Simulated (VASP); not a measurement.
# Al6H in VASP: notebook

Al6H is run at these levels: PBE; tasks: single point.

Everything below comes from runs of VASP 6.6.1. Logs are shortened: lines on timing, memory, paths and dates and some standing lists are left out, and cuts for length are marked.

## 1. The cell of the first run

The cell holds a slab with vacuum, 14 atoms: a = 5.714 Å, b = 5.714 Å, c = 22.175 Å, α = 90.00°, β = 90.00°, γ = 90.00°.

## 2. Single point, PBE

The input, INCAR:

```
SYSTEM = Al6H
  PREC = Accurate
  ENCUT = 520
  EDIFF = 1E-6
  ISMEAR = 0
  SIGMA = 0.1
  LREAL = .False.
  LASPH = .True.
  NELM = 80
  ALGO = Normal
  ISIF = 2
  LWAVE = .False.
  LCHARG = .False.
  LDIPOL = .True.
  IDIPOL = 3
  DIPOL = 0.5 0.5 0.297
  GGA = PE
  NBANDS = 32
```

The input, KPOINTS:

```
Automatic mesh
0
Gamma
  5 5 1
  0 0 0
```

The input, POSCAR:

```
Al6H
1.0
    5.7135165837      0.0000000000      0.0000000000
    0.0000000000      5.7135165837      0.0000000000
    0.0000000000      0.0000000000     22.1746954317
Al H
12 2
Direct
    0.2500000000      0.2500000000      0.1803857921
    0.2500000000      0.7500000000      0.1803857921
    0.7500000000      0.2500000000      0.1803857921
    0.7500000000      0.7500000000      0.1803857921
    0.0000000000      0.0000000000      0.2744050922
    0.0000000000      0.5000000000      0.2744050922
    0.5000000000      0.0000000000      0.2744050922
    0.5000000000      0.5000000000      0.2744050922
    0.2500000000      0.2500000000      0.3686497277
    0.2500000000      0.7500000000      0.3686497277
    0.7500000000      0.2500000000      0.3686497277
    0.7500000000      0.7500000000      0.3686497277
    0.2500000000      0.9343661658      0.4322357194
    0.2500000000      1.0656338342      0.4322357194
```

Potentials or basis: VASP PAW PBE potentials, release 64 (Al, H).

Started as:

```
$ cat potpaw_PBE.64/Al/POTCAR potpaw_PBE.64/H/POTCAR > POTCAR
$ mpirun -np 1 vasp_std > vasp.out
```

OUTCAR:

```text
SYSTEM = Al6H
   PREC = Accurate
   ENCUT = 520
   EDIFF = 1E-6
   ISMEAR = 0
   LREAL = .False.
   LASPH = .True.
   NELM = 80
   ISIF = 2
   GGA = PE

 ion  position               nearest neighbor table
   1  0.250  0.250  0.180-   2 2.86   3 2.86   2 2.86   3 2.86   7 2.90   8 2.90   5 2.90   6 2.90

   2  0.250  0.750  0.180-   1 2.86   4 2.86   1 2.86   4 2.86   7 2.90   8 2.90   5 2.90   6 2.90

   3  0.750  0.250  0.180-   1 2.86   4 2.86   4 2.86   1 2.86   7 2.90   8 2.90   5 2.90   6 2.90
[... 4 lines left out ...]
                            11 2.91  12 2.91   9 2.91  10 2.91
   6  0.000  0.500  0.274-   5 2.86   8 2.86   5 2.86   8 2.86   1 2.90   2 2.90   3 2.90   4 2.90
                            11 2.91  12 2.91   9 2.91  10 2.91
   7  0.500  0.000  0.274-   5 2.86   8 2.86   8 2.86   5 2.86   1 2.90   2 2.90   3 2.90   4 2.90
                            11 2.91  12 2.91   9 2.91  10 2.91
   8  0.500  0.500  0.274-   6 2.86   7 2.86   7 2.86   6 2.86   1 2.90   2 2.90   3 2.90   4 2.90
                            11 2.91  12 2.91   9 2.91  10 2.91
   9  0.250  0.250  0.369-  14 1.76  11 2.86  10 2.86  10 2.86  11 2.86   6 2.91   7 2.91   8 2.91
                             5 2.91
  10  0.250  0.750  0.369-  13 1.76  12 2.86   9 2.86   9 2.86  12 2.86   6 2.91   7 2.91   8 2.91
                             5 2.91
  11  0.750  0.250  0.369-   9 2.86  12 2.86  12 2.86   9 2.86   5 2.91   6 2.91   7 2.91   8 2.91

  12  0.750  0.750  0.369-  10 2.86  11 2.86  11 2.86  10 2.86   5 2.91   6 2.91   7 2.91   8 2.91

  13  0.250  0.934  0.432-  14 0.75  10 1.76
  14  0.250  0.066  0.432-  13 0.75   9 1.76

  LATTYP: Found a simple tetragonal cell.
 ALAT       =     5.7135165837
 C/A-ratio  =     3.8810940875

  Lattice vectors:

 A1 = (   5.7135165837,   0.0000000000,   0.0000000000)
 A2 = (   0.0000000000,   5.7135165837,   0.0000000000)
 A3 = (   0.0000000000,   0.0000000000,  22.1746954317)

Analysis of symmetry for initial positions (statically):
=====================================================================
 Subroutine PRICEL returns:
 Original cell was already a primitive cell.

 Routine SETGRP: Setting up the symmetry group for a
 simple tetragonal supercell.

 Subroutine GETGRP returns: Found  4 space group operations
 (whereof  2 operations were pure point group operations)
 out of a pool of 16 trial point group operations.

The static configuration has the point symmetry C_1h.
 The point group associated with its full space group is C_2v.

Analysis of symmetry for dynamics (positions and initial velocities):
=====================================================================
 Subroutine PRICEL returns:
 Original cell was already a primitive cell.

 Routine SETGRP: Setting up the symmetry group for a
 simple tetragonal supercell.

 Subroutine GETGRP returns: Found  4 space group operations
 (whereof  2 operations were pure point group operations)
 out of a pool of 16 trial point group operations.

The dynamic configuration has the point symmetry C_1h.
 The point group associated with its full space group is C_2v.

 Subroutine INISYM returns: Found  4 space group operations
 (whereof  2 operations are pure point group operations),
 and found     1 'primitive' translations

----------------------------------------------------------------------------------------

                                     Primitive cell

  volume of cell :     723.8768

  direct lattice vectors                    reciprocal lattice vectors
     5.713516584  0.000000000  0.000000000     0.175023558  0.000000000  0.000000000
     0.000000000  5.713516584  0.000000000     0.000000000  0.175023558  0.000000000
     0.000000000  0.000000000 22.174695432     0.000000000  0.000000000  0.045096448

  length of vectors
     5.713516584  5.713516584 22.174695432     0.175023558  0.175023558  0.045096448

  position of ions in fractional coordinates (direct lattice)
     0.250000000  0.250000000  0.180385792
     0.250000000  0.750000000  0.180385792
[... 43 lines left out ...]
     0.000000000  0.000000000  0.045096448     0.000000000  0.000000000  1.000000000

  Length of vectors
     0.035004712  0.035004712  0.045096448

  Shift w.r.t. Gamma in fractional coordinates (k-lattice)
     0.000000000  0.000000000  0.000000000

 Subroutine IBZKPT returns following result:
 ===========================================

 Found      9 irreducible k-points:

 Following reciprocal coordinates:
            Coordinates               Weight
  0.000000  0.000000  0.000000      1.000000
  0.200000  0.000000  0.000000      2.000000
  0.000000  0.200000  0.000000      2.000000
  0.400000  0.000000  0.000000      2.000000
  0.000000  0.400000  0.000000      2.000000
  0.200000  0.200000  0.000000      4.000000
  0.400000  0.200000  0.000000      4.000000
 -0.200000  0.400000  0.000000      4.000000
  0.400000  0.400000  0.000000      4.000000
   k-points           NKPTS =      9   k-points in BZ     NKDIM =      9   number of bands    NBANDS=     32
   number of dos      NEDOS =    301   number of ions     NIONS =     14
   total plane-waves  NPLWV = 296352
   dimension x,y,z NGX =    42 NGY =   42 NGZ =  168
   dimension x,y,z NGXF=    84 NGYF=   84 NGZF=  336
   ions per type =              12   2
   NGX,Y,Z   is equivalent  to a cutoff of  12.22, 12.22, 12.60 a.u.
   NGXF,Y,Z  is equivalent  to a cutoff of  24.44, 24.44, 25.19 a.u.
 SYSTEM =  Al6H
   PREC   = accura    normal or accurate (medium, high low for compatibility)
   ISTART =      0    job   : 0-new  1-cont  2-samecut
   ICHARG =      2    charge: 1-file 2-atom 10-const
   ISPIN  =      1    spin polarized calculation?
   LNONCOLLINEAR =      F non collinear calculations
   LSORBIT =      F    spin-orbit coupling
   LASPH  =      T    aspherical Exc in radial PAW
   ENCUT  =  520.0 eV  38.22 Ry    6.18 a.u.  10.62 10.62 41.23*2*pi/ulx,y,z
   NELM   =     80;   NELMIN=  2; NELMDL= -5     # of ELM steps
   EDIFF  = 0.1E-05   stopping-criterion for ELM
   LREAL  =      F    real-space projection
   EDIFFG = 0.1E-04   stopping-criterion for IOM
   NSW    =      0    number of steps for IOM
   IBRION =     -1    ionic relax: 0-MD 1-quasi-New 2-CG
   NFREE  =      0    steps in history (QN), initial steepest desc. (CG)
   ISIF   =      2    stress and relaxation
   ISYM   =      2    0-nonsym 1-usesym 2-fastsym
   POTIM  = 0.5000    time-step for ionic-motion
   TEBEG  =    0.0;   TEEND  =   0.0 temperature during run
   PSTRESS=    0.0 pullay stress
   NELECT =      38.0000    total number of electrons
   NUPDOWN=      -1.0000    fix difference up-down
   EMIN   =  10.00;   EMAX   =-10.00  energy-range for DOS
   EFERMI =   0.00;   METHOD = LEGACY
   ISMEAR =     0;   SIGMA  =   0.10  broadening in eV -4-tet -1-fermi 0-gaus
   EFERMI_NEDOS =   21; number of points for ismear=-14 and -15
   IALGO  =     38    algorithm
   IMIX   =      4    mixing-type and parameters
     AMIX     =   0.40;   BMIX     =  1.00
     AMIX_MAG =   1.60;   BMIX_MAG =  1.00
  volume/ion in A,a.u.               =      51.71       348.93
  Fermi-wavevector in a.u.,A,eV,Ry     =   0.612982  1.158368  5.112350  0.375747
  Thomas-Fermi vector in A             =   1.669467
   LORBIT       =      0    0 simple, 1 ext, 2 COOP (PROOUT), +10 PAW based schemes
   GGA     = PE    functional components
   LHFCALC =     F    Hartree Fock is set to
   AEXX    =    0.0000 exact exchange contribution
   IVDW    =     0    specifies the selected vdW correction
   LEPSILON=     F    determine dielectric tensor
   LRPA    =     F    only Hartree local field effects (RPA)
 non-spin polarized calculation
 Gauss-broadening in eV      SIGMA  =   0.10
  energy-cutoff  :      520.00
  volume of cell :      723.88
 maximum number of plane-waves:     19525
   NGX = 21   NGY = 21   NGZ = 83

 dipolmoment           0.000000      0.000000      0.006030 electrons x Angstroem

 number of electron      37.9999999 magnetization

 dipolmoment           0.000000      0.000000     -0.053775 electrons x Angstroem

 Free energy of the ion-electron system (eV)
  ---------------------------------------------------
  ext. energy  EPLUGINS =         0.00000000
  ---------------------------------------------------
  free energy    TOTEN  =       -46.74765957 eV

  energy without entropy =      -46.72961946  energy(sigma->0) =      -46.73863952

 E-fermi :  -0.6937     XC(G=0):  -3.7910

 val. band max:       -0.7965713169   @ k =   0.0000   0.2000   0.0000
 cond. band min:      -0.6537738884   @ k =  -0.2000   0.4000   0.0000
 fundamental gap:      0.1427974285
 Fermi energy:        -0.6936562093

 k-point     1 :       0.0000    0.0000    0.0000
  band No.  band energies     occupation
      1     -11.4256      2.00000
      2     -10.5495      2.00000
      3      -8.4700      2.00000
      4      -6.5626      2.00000
      5      -6.5011      2.00000
      6      -6.4301      2.00000
[... 295 lines left out ...]
     30       2.1217      0.00000
     31       2.5523      0.00000
 [bands above 31 left out]

------------------------ aborting loop because EDIFF is reached ----------------------------------------

 vacuum level on the upper side and lower side of the slab       (xc-potential included)        -0.235         0.091

  FORCE on cell =-STRESS in cart. coord.  units (eV):
  Direction    XX          YY          ZZ          XY          YZ          ZX
  --------------------------------------------------------------------------------------
  -------------------------------------------------------------------------------------
  Total       -7.7024517     -2.6791902      2.1260982      0.0000000      0.0000000      0.0000000
  in kB      -17.0480582     -5.9299288      4.7057543      0.0000000      0.0000000      0.0000000
  external PRESSURE =      -6.0907443 kB  Pullay stress =       0.0000000 kB

 VOLUME and BASIS-vectors are now :
 -----------------------------------------------------------------------------
  energy-cutoff  :      520.00
  volume of cell :      723.88
      direct lattice vectors                 reciprocal lattice vectors
     5.713516584  0.000000000  0.000000000     0.175023558  0.000000000  0.000000000
     0.000000000  5.713516584  0.000000000     0.000000000  0.175023558  0.000000000
     0.000000000  0.000000000 22.174695432     0.000000000  0.000000000  0.045096448

 POSITION                                       TOTAL-FORCE (eV/Angst)
 -----------------------------------------------------------------------------------
      1.42838      1.42838      4.00000         0.000000     -0.025703      0.063292
      1.42838      4.28514      4.00000         0.000000      0.025703      0.063292
      4.28514      1.42838      4.00000         0.000000      0.092022     -0.075406
      4.28514      4.28514      4.00000        -0.000000     -0.092022     -0.075406
      0.00000      0.00000      6.08485         0.006263      0.000000      0.177233
      0.00000      2.85676      6.08485         0.017823      0.000000     -0.017557
      2.85676      0.00000      6.08485        -0.006263      0.000000      0.177233
      2.85676      2.85676      6.08485        -0.017823      0.000000     -0.017557
      1.42838      1.42838      8.17470        -0.000000      1.413844     -1.148723
      1.42838      4.28514      8.17470        -0.000000     -1.413844     -1.148723
      4.28514      1.42838      8.17470         0.000000      0.051487      0.033113
      4.28514      4.28514      8.17470        -0.000000     -0.051487      0.033113
      1.42838      5.33852      9.58470        -0.000000     -2.271165      0.968049
      1.42838      0.37500      9.58470        -0.000000      2.271165      0.968049
 -----------------------------------------------------------------------------------
    total drift:                               -0.000000      0.000000      0.000147

  FREE ENERGIE OF THE ION-ELECTRON SYSTEM (eV)
  ---------------------------------------------------
  free  energy   TOTEN  =       -46.7476595665 eV

  energy  without entropy=      -46.7296194643  energy(sigma->0) =      -46.73863952

 vacuum level on the upper side and lower side of the slab         3.270         3.597
```

Run time: 3.9 min. Hardware: 1 thread of AMD EPYC 9R45 (Zen 5), shared host; peak memory 0.67 GiB.

What came out:

| Quantity | Value |
| --- | --- |
| Free energy | -46.7477 eV |
| Largest force | 2.469 eV/Å |
| Band gap on the k mesh | zero (bands 19 and 20 overlap by 0.85 eV) |

Forces on the atoms (eV/Å):
```
Al   0.000 -0.026  0.063
Al   0.000  0.026  0.063
Al   0.000  0.092 -0.075
Al   0.000 -0.092 -0.075
Al   0.006  0.000  0.177
Al   0.018  0.000 -0.018
Al  -0.006  0.000  0.177
Al  -0.018  0.000 -0.018
Al   0.000  1.414 -1.149
Al   0.000 -1.414 -1.149
Al   0.000  0.051  0.033
Al   0.000 -0.051  0.033
H    0.000 -2.271  0.968
H    0.000  2.271  0.968
```

## 3. Single point, PBE

The input, INCAR:

```
SYSTEM = Al6H
PREC = Accurate
ENCUT = 520
EDIFF = 1E-7
ISMEAR = 0
SIGMA = 0.1
LREAL = .FALSE.
LASPH = .TRUE.
NELM = 60
ALGO = Normal
ISIF = 2
LWAVE = .FALSE.
LCHARG = .TRUE.
LDIPOL = .TRUE.
IDIPOL = 3
DIPOL = 0.5 0.5 0.301
GGA = PE
LELF = .TRUE.
LVHAR = .TRUE.
LVACPOTAV = .TRUE.
NBANDS = 32
```

The input, KPOINTS:

```
regular mesh
0
G
  5 5 1
  0 0 0
```

POSCAR, as its differences from that of step 2:

```diff
@@ -20,3 +20,3 @@
     0.7500000000      0.7500000000      0.3686497277
-    0.2500000000      0.9343661658      0.4322357194
-    0.2500000000      1.0656338342      0.4322357194
+    0.2500000000      0.9343661658      0.4610974461
+    0.2500000000      1.0656338342      0.4610974461
```

Potentials or basis: VASP PAW PBE potentials, release 64 (Al, H).

Started as:

```
$ cat potpaw_PBE.64/Al/POTCAR potpaw_PBE.64/H/POTCAR > POTCAR
$ mpirun -np 1 vasp_std > vasp.out
```

OUTCAR:

```text
SYSTEM = Al6H
   PREC = Accurate
   ENCUT = 520
   EDIFF = 1E-7
   ISMEAR = 0
   LREAL = .FALSE.
   LASPH = .TRUE.
   NELM = 60
   ISIF = 2
   GGA = PE

 ion  position               nearest neighbor table
   1  0.250  0.250  0.180-   2 2.86   3 2.86   2 2.86   3 2.86   7 2.90   8 2.90   5 2.90   6 2.90

   2  0.250  0.750  0.180-   1 2.86   4 2.86   1 2.86   4 2.86   7 2.90   8 2.90   5 2.90   6 2.90

   3  0.750  0.250  0.180-   1 2.86   4 2.86   4 2.86   1 2.86   7 2.90   8 2.90   5 2.90   6 2.90
[... 546 lines left out ...]
      direct lattice vectors                 reciprocal lattice vectors
     5.713516584  0.000000000  0.000000000     0.175023558  0.000000000  0.000000000
     0.000000000  5.713516584  0.000000000     0.000000000  0.175023558  0.000000000
     0.000000000  0.000000000 22.174695432     0.000000000  0.000000000  0.045096448

 POSITION                                       TOTAL-FORCE (eV/Angst)
 -----------------------------------------------------------------------------------
      1.42838      1.42838      4.00000         0.000000     -0.000525      0.032713
      1.42838      4.28514      4.00000        -0.000000      0.000525      0.032713
      4.28514      1.42838      4.00000         0.000000      0.036799      0.002279
      4.28514      4.28514      4.00000         0.000000     -0.036799      0.002279
      0.00000      0.00000      6.08485        -0.065300      0.000000      0.026544
      0.00000      2.85676      6.08485         0.005674      0.000000     -0.009700
      2.85676      0.00000      6.08485         0.065300      0.000000      0.026544
      2.85676      2.85676      6.08485        -0.005674      0.000000     -0.009700
      1.42838      1.42838      8.17470         0.000000      0.446525     -0.464271
      1.42838      4.28514      8.17470         0.000000     -0.446525     -0.464271
      4.28514      1.42838      8.17470         0.000000      0.018984     -0.046824
      4.28514      4.28514      8.17470         0.000000     -0.018984     -0.046824
      1.42838      5.33852     10.22470        -0.000000     -0.492804      0.459260
      1.42838      0.37500     10.22470        -0.000000      0.492804      0.459260
 -----------------------------------------------------------------------------------
    total drift:                               -0.000000      0.000000     -0.000120

  FREE ENERGIE OF THE ION-ELECTRON SYSTEM (eV)
  ---------------------------------------------------
  free  energy   TOTEN  =       -47.5295399492 eV

  energy  without entropy=      -47.5019073944  energy(sigma->0) =      -47.51572367

 vacuum level on the upper side and lower side of the slab         3.316         3.620
```

Wall time 4.4 min (1 thread of AMD EPYC 9R45 (Zen 5), shared host); peak memory 0.64 GiB.

Results:

```yaml
Free_energy: -47.5295 eV
Largest_force: 0.674 eV/Å
Band_gap_on_the_k_mesh: zero (bands 19 and 20 overlap by 0.65 eV)
```

Forces on the atoms (eV/Å):
```
Al   0.000 -0.001  0.033
Al   0.000  0.001  0.033
Al   0.000  0.037  0.002
Al   0.000 -0.037  0.002
Al  -0.065  0.000  0.027
Al   0.006  0.000 -0.010
Al   0.065  0.000  0.027
Al  -0.006  0.000 -0.010
Al   0.000  0.447 -0.464
Al   0.000 -0.447 -0.464
Al   0.000  0.019 -0.047
Al   0.000 -0.019 -0.047
H    0.000 -0.493  0.459
H    0.000  0.493  0.459
```

The gap in the log of VASP goes by the Fermi energy; the results here count the filled bands.